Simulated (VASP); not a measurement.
A run of VASP 6.6.1 is set up as follows.

File POSCAR:

```
MgH2
1.0
    0.0000000000      2.3649613284      2.3649613284
    2.3649613284      0.0000000000      2.3649613284
    2.3649613284      2.3649613284      0.0000000000
Mg H
1 2
Direct
    0.0000000000      0.0000000000      0.0000000000
    0.2500000000      0.2500000000      0.2500000000
    0.7500000000      0.7500000000      0.7500000000
```

INCAR.step1

```
SYSTEM = MgH2
  PREC = Accurate
  ENCUT = 520
  ISMEAR = -1
  SIGMA = 0.02
  LREAL = .FALSE.
  LASPH = .TRUE.
  NELM = 100
  NBANDS = 9
  GGA = PE
  ALGO = Normal
  EDIFF = 1E-4
  LWAVE = .TRUE.
  LCHARG = .FALSE.
```

Contents of INCAR.step2:

```
SYSTEM = MgH2
  PREC = Accurate
  ENCUT = 520
  EDIFF = 1E-6
  ISMEAR = -1
  SIGMA = 0.02
  LREAL = .FALSE.
  LASPH = .TRUE.
  NELM = 100
  ALGO = Normal
  ISIF = 2
  LWAVE = .FALSE.
  LCHARG = .TRUE.
  METAGGA = R2SCAN
  LMIXTAU = .TRUE.
  LELF = .TRUE.
  LVHAR = .TRUE.
  NBANDS = 9
  ISTART = 1
```

Contents of KPOINTS:

```
Automatic mesh
0
G
  8 8 8
  0 0 0
```

Potentials or basis: VASP PAW PBE potentials, release 64 (Mg, H).

Command:

```sh
$ cat potpaw_PBE.64/Mg/POTCAR potpaw_PBE.64/H/POTCAR > POTCAR
$ cp INCAR.step1 INCAR
$ mpirun -np 1 vasp_std > vasp.out
$ cp INCAR.step2 INCAR
$ mpirun -np 1 vasp_std > vasp.out
```

Q: What does it give for the pressure?

A: -0.6 GPa.

Q: Estimate the band gap on the k mesh.

A: Zero (bands 2 and 3 overlap by 0.94 eV).

Caveat: the structure was generated, so it needn't be the stable form of MgH2; the PAW data sets were made with another functional, which shifts forces and pressure a little.
